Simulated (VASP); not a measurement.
# Co2PtO4 in VASP: a series of runs

Runs on Co2PtO4. Level: PBEsol. Tasks: single point.

Program: VASP 6.6.1. These are calculated values, not measurements. Logs are shortened: lines on timing, memory, paths and dates and some standing lists are left out, and cuts for length are marked.

## (1) The cell of the first run

The cell holds a slab with vacuum, 7 atoms: a = 2.810 Å, b = 2.810 Å, c = 22.825 Å, α = 90.00°, β = 90.00°, γ = 120.00°.

## (2) Single point, PBEsol

The input, INCAR:

```
SYSTEM = Co2PtO4
PREC = Accurate ; ENCUT = 520
EDIFF = 1E-6 ; ISMEAR = 0
SIGMA = 0.1 ; LREAL = .FALSE.
LASPH = .TRUE. ; NELM = 80
ALGO = Normal ; ISIF = 2
LWAVE = .FALSE. ; LCHARG = .FALSE.
LDIPOL = .TRUE. ; IDIPOL = 3
DIPOL = 0.5 0.5 0.500 ; GGA = PS
EFIELD = -0.6 ; NBANDS = 35
```

The input, KPOINTS:

```
regular mesh
0
G
  12 12 1
  0 0 0
```

The input, POSCAR:

```
Co2PtO4
1.0
    2.8101831225      0.0000000000      0.0000000000
   -1.4050915613      2.4336899734      0.0000000000
    0.0000000000      0.0000000000     22.8253249521
O Co Pt
4 2 1
Direct
    0.0000000000      0.0000000000      0.3285823977
    0.6666666667      0.3333333333      0.4129821504
    0.6666666667      0.3333333333      0.5870178496
    0.3333333333      0.6666666667      0.6714176023
    0.3333333333      0.6666666667      0.3707822740
    0.0000000000      0.0000000000      0.6292177260
    0.6666666667      0.3333333333      0.5000000000
```

Potentials or basis: VASP PAW PBE potentials, release 64 (O, Co, Pt).

Started as:

```sh
cat potpaw_PBE.64/O/POTCAR potpaw_PBE.64/Co/POTCAR potpaw_PBE.64/Pt/POTCAR > POTCAR
mpirun -np 1 vasp_std > vasp.out
```

OUTCAR:

```text
SYSTEM = Co2PtO4
   PREC = Accurate
   ENCUT = 520
   EDIFF = 1E-6
   ISMEAR = 0
   LREAL = .FALSE.
   LASPH = .TRUE.
   NELM = 80
   ISIF = 2
   GGA = PS

 ion  position               nearest neighbor table
   1  0.000  0.000  0.329-   5 1.89   5 1.89   5 1.89
   2  0.667  0.333  0.413-   5 1.89   5 1.89   5 1.89   7 1.99
   3  0.667  0.333  0.587-   6 1.89   6 1.89   6 1.89   7 1.99
   4  0.333  0.667  0.671-   6 1.89   6 1.89   6 1.89
   5  0.333  0.667  0.371-   1 1.89   1 1.89   1 1.89   2 1.89   2 1.89   2 1.89
   6  0.000  0.000  0.629-   4 1.89   4 1.89   4 1.89   3 1.89   3 1.89   3 1.89
   7  0.667  0.333  0.500-   2 1.99   3 1.99

  LATTYP: Found a hexagonal cell.
 ALAT       =     2.8101831225
 C/A-ratio  =     8.1223621227

  Lattice vectors:

 A1 = (   2.8101831225,   0.0000000000,   0.0000000000)
 A2 = (  -1.4050915613,   2.4336899734,   0.0000000000)
 A3 = (   0.0000000000,   0.0000000000,  22.8253249521)

Analysis of symmetry for initial positions (statically):
=====================================================================
 Subroutine PRICEL returns:
 Original cell was already a primitive cell.

 Routine SETGRP: Setting up the symmetry group for a
 hexagonal supercell.

 Subroutine GETGRP returns: Found 12 space group operations
 (whereof  6 operations were pure point group operations)
 out of a pool of 24 trial point group operations.

The static configuration has the point symmetry C_3v.
 The point group associated with its full space group is D_3d.

Analysis of symmetry for dynamics (positions and initial velocities):
=====================================================================
 An external electric field (EFIELD) may reduce the allowed symmetry operations
 Subroutine PRICEL returns:
 Original cell was already a primitive cell.

 Routine SETGRP: Setting up the symmetry group for a
 hexagonal supercell.

 Subroutine GETGRP returns: Found  6 space group operations
 (whereof  6 operations were pure point group operations)
 out of a pool of 24 trial point group operations.

The dynamic configuration has the point symmetry C_3v.

 Subroutine INISYM returns: Found  6 space group operations
 (whereof  6 operations are pure point group operations),
 and found     1 'primitive' translations

----------------------------------------------------------------------------------------

                                     Primitive cell

  volume of cell :     156.1050

  direct lattice vectors                    reciprocal lattice vectors
     2.810183122  0.000000000  0.000000000     0.355848696  0.205449341  0.000000000
    -1.405091561  2.433689973  0.000000000     0.000000000  0.410898681  0.000000000
     0.000000000  0.000000000 22.825324952     0.000000000  0.000000000  0.043810986

  length of vectors
     2.810183122  2.810183123 22.825324952     0.410898681  0.410898681  0.043810986

  position of ions in fractional coordinates (direct lattice)
     0.000000000  0.000000000  0.328582398
     0.666666667  0.333333333  0.412982150
     0.666666667  0.333333333  0.587017850
     0.333333333  0.666666667  0.671417602
     0.333333333  0.666666667  0.370782274
     0.000000000  0.000000000  0.629217726
     0.666666667  0.333333333  0.500000000

  ion indices of the primitive-cell ions
   primitive index   ion index
                 1           1
                 2           2
                 3           3
                 4           4
                 5           5
                 6           6
                 7           7

----------------------------------------------------------------------------------------

 KPOINTS: regular mesh

Automatic generation of k-mesh.
 Grid dimensions read from file:
 generate k-points for:   12   12    1

 Generating k-lattice:

  Cartesian coordinates                     Fractional coordinates (reciprocal lattice)
     0.029654058  0.017120778  0.000000000     0.083333333  0.000000000  0.000000000
     0.000000000  0.034241557  0.000000000     0.000000000  0.083333333  0.000000000
     0.000000000  0.000000000  0.043810986     0.000000000  0.000000000  1.000000000

  Length of vectors
     0.034241557  0.034241557  0.043810986

  Shift w.r.t. Gamma in fractional coordinates (k-lattice)
     0.000000000  0.000000000  0.000000000

 Subroutine IBZKPT returns following result:
 ===========================================

 Found     19 irreducible k-points:

 Following reciprocal coordinates:
            Coordinates               Weight
  0.000000  0.000000  0.000000      1.000000
  0.083333  0.000000  0.000000      6.000000
  0.166667  0.000000  0.000000      6.000000
  0.250000  0.000000  0.000000      6.000000
  0.333333  0.000000  0.000000      6.000000
  0.416667  0.000000  0.000000      6.000000
[... 11 lines left out ...]
  0.333333  0.250000  0.000000     12.000000
  0.333333  0.333333  0.000000      2.000000
   k-points           NKPTS =     19   k-points in BZ     NKDIM =     19   number of bands    NBANDS=     35
   number of dos      NEDOS =    301   number of ions     NIONS =      7
   total plane-waves  NPLWV = 103680
   dimension x,y,z NGX =    24 NGY =   24 NGZ =  180
   dimension x,y,z NGXF=    48 NGYF=   48 NGZF=  360
   ions per type =               4   2   1
   NGX,Y,Z   is equivalent  to a cutoff of  14.20, 14.20, 13.11 a.u.
   NGXF,Y,Z  is equivalent  to a cutoff of  28.40, 28.40, 26.22 a.u.
 SYSTEM =  Co2PtO4
   PREC   = accura    normal or accurate (medium, high low for compatibility)
   ISTART =      0    job   : 0-new  1-cont  2-samecut
   ICHARG =      2    charge: 1-file 2-atom 10-const
   ISPIN  =      1    spin polarized calculation?
   LNONCOLLINEAR =      F non collinear calculations
   LSORBIT =      F    spin-orbit coupling
   LASPH  =      T    aspherical Exc in radial PAW
   ENCUT  =  520.0 eV  38.22 Ry    6.18 a.u.   5.23  5.23 42.44*2*pi/ulx,y,z
   NELM   =     80;   NELMIN=  2; NELMDL= -5     # of ELM steps
   EDIFF  = 0.1E-05   stopping-criterion for ELM
   LREAL  =      F    real-space projection
[... 7 lines left out ...]
   TEBEG  =    0.0;   TEEND  =   0.0 temperature during run
   PSTRESS=    0.0 pullay stress
   NELECT =      52.0000    total number of electrons
   NUPDOWN=      -1.0000    fix difference up-down
   EMIN   =  10.00;   EMAX   =-10.00  energy-range for DOS
   EFERMI =   0.00;   METHOD = LEGACY
   ISMEAR =     0;   SIGMA  =   0.10  broadening in eV -4-tet -1-fermi 0-gaus
   EFERMI_NEDOS =   21; number of points for ismear=-14 and -15
   IALGO  =     38    algorithm
   IMIX   =      4    mixing-type and parameters
     AMIX     =   0.40;   BMIX     =  1.00
     AMIX_MAG =   1.60;   BMIX_MAG =  1.00
  volume/ion in A,a.u.               =      22.30       150.49
  Fermi-wavevector in a.u.,A,eV,Ry     =   1.134846  2.144548 17.522615  1.287876
  Thomas-Fermi vector in A             =   2.271550
   LORBIT       =      0    0 simple, 1 ext, 2 COOP (PROOUT), +10 PAW based schemes
   GGA     = PS    functional components
   LHFCALC =     F    Hartree Fock is set to
   AEXX    =    0.0000 exact exchange contribution
   IVDW    =     0    specifies the selected vdW correction
   LEPSILON=     F    determine dielectric tensor
   LRPA    =     F    only Hartree local field effects (RPA)
 non-spin polarized calculation
 Gauss-broadening in eV      SIGMA  =   0.10
  energy-cutoff  :      520.00
  volume of cell :      156.11
 maximum number of plane-waves:      4228
 NGX is ok and might be reduce to    24
   NGX = 11   NGY = 11   NGZ = 85

 dipolmoment           0.000000      0.000000      0.005392 electrons x Angstroem

 number of electron      51.9999997 magnetization

 dipolmoment           0.000000      0.000000     -0.204121 electrons x Angstroem

 Free energy of the ion-electron system (eV)
  ---------------------------------------------------
  ext. energy  EPLUGINS =         0.00000000
  ---------------------------------------------------
  free energy    TOTEN  =       -49.65975776 eV

  energy without entropy =      -49.61809574  energy(sigma->0) =      -49.63892675

 E-fermi :  -1.3703     XC(G=0):  -5.9193

 val. band max:       -1.3876628705   @ k =   0.1667   0.0833   0.0000
 cond. band min:      -1.3686433776   @ k =   0.1667   0.1667   0.0000
 fundamental gap:      0.0190194928
 Fermi energy:        -1.3703054432

 k-point     1 :       0.0000    0.0000    0.0000
  band No.  band energies     occupation
      1     -22.0789      2.00000
      2     -21.8289      2.00000
      3     -19.4841      2.00000
      4     -19.3661      2.00000
      5      -9.8099      2.00000
      6      -8.5565      2.00000
[... 27 lines left out ...]
     34       4.1933      0.00000
     35       5.5783      0.00000

 k-point     2 :       0.0833    0.0000    0.0000
  band No.  band energies     occupation
      1     -22.0043      2.00000
      2     -21.7513      2.00000
      3     -19.4639      2.00000
      4     -19.3521      2.00000
      5      -9.7525      2.00000
      6      -8.3684      2.00000
[... 27 lines left out ...]
     34       4.4060      0.00000
     35       5.7622      0.00000

 k-point     3 :       0.1667    0.0000    0.0000
  band No.  band energies     occupation
      1     -21.7968      2.00000
      2     -21.5345      2.00000
      3     -19.4067      2.00000
      4     -19.3122      2.00000
      5      -9.6284      2.00000
      6      -8.1831      2.00000
[... 27 lines left out ...]
     34       5.3883      0.00000
     35       6.2929      0.00000
[... 533 lines left out ...]
 k-point    18 :       0.3333    0.2500    0.0000
  band No.  band energies     occupation
      1     -20.8214      2.00000
      2     -20.5004      2.00000
      3     -19.0193      2.00000
      4     -18.9795      2.00000
      5      -9.0635      2.00000
      6      -8.7429      2.00000
[... 27 lines left out ...]
     34       8.6501      0.00000
     35      10.5780      0.00000

 k-point    19 :       0.3333    0.3333    0.0000
  band No.  band energies     occupation
      1     -20.7884      2.00000
      2     -20.4669      2.00000
      3     -18.9912      2.00000
      4     -18.9517      2.00000
      5      -9.0031      2.00000
      6      -8.4455      2.00000
[... 27 lines left out ...]
     34       6.7652      0.00000
     35      11.7804      0.00000

------------------------ aborting loop because EDIFF is reached ----------------------------------------

 vacuum level on the upper side and lower side of the slab       (xc-potential included)         4.046        -4.067

  FORCE on cell =-STRESS in cart. coord.  units (eV):
  Direction    XX          YY          ZZ          XY          YZ          ZX
  --------------------------------------------------------------------------------------
  -------------------------------------------------------------------------------------
  Total       -2.2250955     -2.2250955     -1.2731531      0.0000000      0.0000000      0.0000000
  in kB      -22.8371763    -22.8371763    -13.0669542      0.0000000      0.0000000      0.0000000
  external PRESSURE =     -19.5804356 kB  Pullay stress =       0.0000000 kB

 VOLUME and BASIS-vectors are now :
 -----------------------------------------------------------------------------
  energy-cutoff  :      520.00
  volume of cell :      156.11
      direct lattice vectors                 reciprocal lattice vectors
     2.810183122  0.000000000  0.000000000     0.355848696  0.205449341  0.000000000
    -1.405091561  2.433689973  0.000000000     0.000000000  0.410898681  0.000000000
     0.000000000  0.000000000 22.825324952     0.000000000  0.000000000  0.043810986

 POSITION                                       TOTAL-FORCE (eV/Angst)
 -----------------------------------------------------------------------------------
      0.00000      0.00000      7.50000         0.000000      0.000000      1.185897
      1.40509      0.81123      9.42645        -0.000000      0.000000      0.140559
      1.40509      0.81123     13.39887        -0.000000      0.000000     -0.175530
     -0.00000      1.62246     15.32532         0.000000     -0.000000     -1.377461
     -0.00000      1.62246      8.46323         0.000000     -0.000000     -1.508046
      0.00000      0.00000     14.36210         0.000000      0.000000      1.743821
      1.40509      0.81123     11.41266         0.000000     -0.000000     -0.009241
 -----------------------------------------------------------------------------------
    total drift:                               -0.000000      0.000000     -0.000134

  FREE ENERGIE OF THE ION-ELECTRON SYSTEM (eV)
  ---------------------------------------------------
  free  energy   TOTEN  =       -49.6597577607 eV

  energy  without entropy=      -49.6180957415  energy(sigma->0) =      -49.63892675

 vacuum level on the upper side and lower side of the slab        10.342         2.346
```

It took 7.9 min on 1 thread of Intel Xeon 6975P-C, shared host; peak memory 0.37 GiB.

What came out:

```
Free energy            : -49.6598 eV
Largest force          : 1.744 eV/Å
Band gap on the k mesh : zero (band 26 reaches -1.36 eV, above the bottom of band 27 at -1.49 eV)
```

Forces in eV/Å, atoms in the order of the input:
```
O    0.000  0.000  1.186
O    0.000  0.000  0.141
O    0.000  0.000 -0.176
O    0.000  0.000 -1.377
Co   0.000  0.000 -1.508
Co   0.000  0.000  1.744
Pt   0.000  0.000 -0.009
```

Caveat: the PAW data sets were made with another functional, which shifts forces and pressure a little; spin-orbit coupling is left out, which moves the levels of the heavy elements; the run has no spin polarisation, though such a crystal can be magnetic; semilocal functionals often make such compounds metallic where correlation or magnetic order opens a gap, which also shifts bond lengths.

## (3) Single point, PBEsol

The input, INCAR:

```
ALGO = Normal
DIPOL = 0.5 0.5 0.500
EDIFF = 1E-6
EFIELD = -0.1
ENCUT = 520
GGA = PS
IDIPOL = 3
ISIF = 2
ISMEAR = 0
LASPH = True
LCHARG = False
LDIPOL = True
LREAL = False
LWAVE = False
NBANDS = 35
NELM = 60
PREC = Accurate
SIGMA = 0.1
```

The input, KPOINTS:

```
k-points
0
Gamma
  12 12 1
```

POSCAR is that of step 2.

Potentials or basis: VASP PAW PBE potentials, release 64 (O, Co, Pt).

Started as:

```sh
cat potpaw_PBE.64/O/POTCAR potpaw_PBE.64/Co/POTCAR potpaw_PBE.64/Pt/POTCAR > POTCAR
mpirun -np 1 vasp_std > vasp.out
```

Wall time 6.1 min (1 thread of Intel Xeon 6975P-C, shared host); peak memory 0.37 GiB.

It converged, with:

```yaml
Free_energy: -49.6002 eV
Largest_force: 1.644 eV/Å
Band_gap_on_the_k_mesh: zero (band 26 reaches -1.35 eV, above the bottom of band 27 at -1.49 eV)
```

Forces in eV/Å, atoms in the order of the input:
```
O    0.000  0.000  1.272
O    0.000  0.000  0.155
O    0.000  0.000 -0.160
O    0.000  0.000 -1.303
Co   0.000  0.000 -1.606
Co   0.000  0.000  1.644
Pt   0.000  0.000 -0.001
```

Levels at points of the mesh, in eV from the Fermi level:
```tsv
k point	band 23	band 24	band 25	band 26	band 27	band 28	band 29	band 30
(0.00, 0.00, 0.00)	-1.30	-0.67	-0.67	-0.09	0.02	2.41	2.41	2.58
(0.50, 0.00, 0.00)	-0.69	-0.36	-0.34	0.01	0.95	1.81	2.24	2.43
```

Caveat: the PAW data sets were made with another functional, which shifts forces and pressure a little; spin-orbit coupling is left out, which moves the levels of the heavy elements; the run has no spin polarisation, though such a crystal can be magnetic; semilocal functionals often make such compounds metallic where correlation or magnetic order opens a gap, which also shifts bond lengths.
